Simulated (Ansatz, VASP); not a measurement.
# Two plane-wave programs on Be3Cd2S

```
CELL_PARAMETERS angstrom
4.48804 0.00000 0.00000
0.00000 4.48804 0.00000
0.00000 0.00000 5.41536
ATOMIC_POSITIONS crystal
Be 0.00000 0.50000 0.50000
Be 0.50000 0.00000 0.50000
Be 0.00000 0.00000 0.50000
Cd 0.50000 0.50000 0.50000
Cd 0.00000 0.00000 0.00000
S 0.50000 0.50000 0.00000
```

Alike in both runs: task relaxation of cell and atoms; functional PBE; k mesh 8 × 8 × 8; occupations gaussian, width 0.1 eV; no spin polarisation.

```csv
,VASP,Ansatz
version,VASP 6.6.1,Ansatz 0.2.0
potentials or method,"VASP PAW PBE potentials, release 64 (Be, Cd, S), cutoff 600 eV","scalar-relativistic, plane waves, PAW"
valence electrons in the cell,36,52
```

```tsv
	VASP	Ansatz	Ansatz less VASP
gap on the k mesh at the Fermi level, each at its own relaxed structure (eV)	none	none	-
relaxed volume (Å³/atom)	18.16	18.09	-0.067
relaxed length of the cell vector where the two differ most in proportion (Å)	5.351	5.344	-0.0068
```

A gap of «none» marks a metal or a gap that the smearing closes. VASP's potentials hold 36 valence electrons a cell and Ansatz's 52, so a difference there can come from the potentials and not from the codes.
